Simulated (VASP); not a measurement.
Input of a VASP 6.6.1 run:

File INCAR:

```
SYSTEM = Ru
PREC = Accurate
ENCUT = 600
EDIFF = 1E-6
ISMEAR = -1
SIGMA = 0.1
LREAL = .FALSE.
LASPH = .TRUE.
NELM = 120
ALGO = Normal
ISIF = 2
LWAVE = .FALSE.
LCHARG = .FALSE.
GGA = B5
ALDAX = 1.0
AGGAX = 1.0
AGGAC = 1.0
ALDAC = 0.0
NBANDS = 31
GGA_COMPAT = .FALSE.
```

Contents of KPOINTS:

```
Automatic mesh
0
G
  10 10 13
  0 0 0
```

Contents of POSCAR:

```
Ru
1.0
    4.1512642749      0.0000000000      0.0000000000
   -2.0756321374      3.5951003199      0.0000000000
    0.0000000000      0.0000000000      2.6187606147
Ru
3
Direct
    0.0000000000      0.0000000000      0.0000000000
    0.3333333333      0.6666666667      0.5000000000
    0.6666666667      0.3333333333      0.5000000000
```

Potentials or basis: VASP PAW PBE potentials, release 64 (Ru_sv).

Command:

```sh
$ cat potpaw_PBE.64/Ru_sv/POTCAR > POTCAR
$ mpirun -np 1 vasp_std > vasp.out
```

Question: Predict the band gap on the k mesh.

Answer: Zero (bands 24 and 25 overlap by 2.62 eV).

Question: What does it give for the pressure?

Answer: 44.5 GPa.

Stress tensor (GPa, compression positive):
```
46.41  0.00  0.00
 0.00 46.41  0.00
 0.00  0.00 40.79
```

Caveat: the stress differs along the axes, from 41 to 46 GPa; the PAW data sets were made with another functional, which shifts forces and pressure a little.
